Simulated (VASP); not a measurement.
Input of a VASP 6.6.1 run:

The input POSCAR:

```
AlB2P3
1.0
    3.4083298663      0.0000000000      0.0000000000
   -1.7041649331      2.9517002487      0.0000000000
    0.0000000000      0.0000000000      8.6151137251
B Al P
2 1 3
Direct
    0.0000000000      0.0000000000     -0.0142002433
    0.6666666667      0.3333333333      0.6857069917
    0.3333333333      0.6666666667      0.3370278487
    0.6666666667      0.3333333333      0.9139262967
    0.3333333333      0.6666666667      0.6126679886
    0.0000000000      0.0000000000      0.2148711175
```

The input INCAR.step1:

```
ALGO = Normal ; EDIFF = 1E-5
ENCUT = 520 ; GGA = PE
ISIF = 2 ; ISMEAR = 0
LASPH = True ; LCHARG = False
LREAL = False ; LWAVE = True
NBANDS = 21 ; NELM = 60
PREC = Accurate ; SIGMA = 0.01
```

INCAR.step2

```
AEXX = 0.25 ; ALGO = Normal
EDIFF = 1E-6 ; ENCUT = 520
GGA = PE ; ISIF = 2
ISMEAR = 0 ; ISTART = 1
LASPH = True ; LCHARG = False
LHFCALC = True ; LREAL = False
LWAVE = False ; NBANDS = 21
NELM = 60 ; PREC = Accurate
PRECFOCK = Fast ; SIGMA = 0.01
```

KPOINTS

```
k-points
0
Gamma
  6 6 2
```

Potentials or basis: VASP PAW PBE potentials, release 64 (B, Al, P).

Run with:

```bash
$ cat potpaw_PBE.64/B/POTCAR potpaw_PBE.64/Al/POTCAR potpaw_PBE.64/P/POTCAR > POTCAR
$ cp INCAR.step1 INCAR
$ mpirun -np 1 vasp_std > vasp.out
$ cp INCAR.step2 INCAR
$ mpirun -np 1 vasp_std > vasp.out
```

Q: Predict the pressure.

A: -1.5 GPa.

Q: What does it give for the largest force?

A: 0.099 eV/Å.

Stress tensor (GPa, compression positive):
```
-1.40  0.00  0.00
 0.00 -1.40  0.00
 0.00  0.00 -1.63
```

Caveat: the PAW data sets were made with another functional, which shifts forces and pressure a little.
